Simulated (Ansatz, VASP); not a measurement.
KCl in VASP and in Ansatz

INCAR

```
SYSTEM = KCl
ALGO     = Normal         ! electronic algorithm
EDIFF    = 1E-7           ! SCF threshold, eV
ENCUT    = 520            ! plane-wave cutoff, eV
GGA      = CA             ! functional
ISIF     = 2              ! what is computed and relaxed
ISMEAR   = -1             ! smearing method
LASPH    = .True.         ! aspherical terms in the spheres
LCHARG   = .False.        ! write CHGCAR
LREAL    = .False.        ! projectors in reciprocal space
LWAVE    = .False.        ! write WAVECAR
NBANDS   = 15             ! bands
NELM     = 60             ! most SCF steps
PREC     = Accurate       ! precision mode
SIGMA    = 0.03           ! smearing width, eV
```

Contents of KPOINTS:

```
k-points
0
Gamma
  7 7 7
  0 0 0
```

The input POSCAR:

```
KCl
1.0
   -0.0631220000      3.1245390000      3.1245390000
    3.1245390000     -0.0631220000      3.1245390000
    3.1245390000      3.1245390000     -0.0631220000
K Cl
1 1
Direct
    0.0000000000      0.0000000000      0.0000000000
    0.5000000000      0.5000000000      0.5000000000
```

Input for Ansatz:

```yaml
crystal:
  lattice:
    - [-0.063122, 3.124539, 3.124539]
    - [3.124539, -0.063122, 3.124539]
    - [3.124539, 3.124539, -0.063122]
  atoms:
    - { symbol: K, position: [0.0, 0.0, 0.0] }
    - { symbol: Cl, position: [0.5, 0.5, 0.5] }
kpoints:
  mp_grid: { grid: [7, 7, 7] }
  band_path:
    path:
      - [0.0, 0.0, 0.0]
      - [0.5, 0.5, 0.5]
      - [0.2551801333, 0.5, 0.7448198667]
      - [-0.2551801333, 0.2551801333, 0.5]
      - [0.0, 0.0, 0.5]
      - [0.0, 0.0, 0.0]
      - [-0.3775900666, 0.0, 0.3775900666]
      - [0.0, 0.3775900666, 0.6224099334]
      - [0.0, 0.5, 0.5]
    npoints: 5
scf:
  occupations: { method: fermi_dirac, width: 0.03 }
hamiltonian:
  xc: lda
  pseudopotentials: { kind: all_electron, lapw: { basis_error: 0.001 } }
output:
  forces: true
  stress: true
  eigenvalues: true
```

Change from the starting cell: equal xy, yz and zx shear strains of -2 %.

Alike in both runs: task single point; functional LDA; k mesh 7 × 7 × 7; occupations fermi-dirac, width 0.03 eV; no spin polarisation.

|  | VASP | Ansatz |
| --- | --- | --- |
| version | VASP 6.6.1 | Ansatz 0.2.0 |
| potentials or method | VASP PAW LDA potentials, release 64 (K_sv, Cl), cutoff 520 eV | all-electron LAPW, scalar-relativistic |

|  | VASP | Ansatz | Ansatz less VASP |
| --- | --- | --- | --- |
| gap on the k mesh at the Fermi level (eV) | 4.68 | 4.67 | -0.004 |
| pressure (GPa) | -2.0 | -2.1 | -0.04 |
| traceless stress, the component that is largest in VASP (GPa) | 0.14 | 0.14 | +0.001 |

LDA's correlation is that of Perdew and Zunger in VASP and of Perdew and Wang (1992) in Ansatz. Ansatz ran all-electron here, and VASP with PAW potentials.
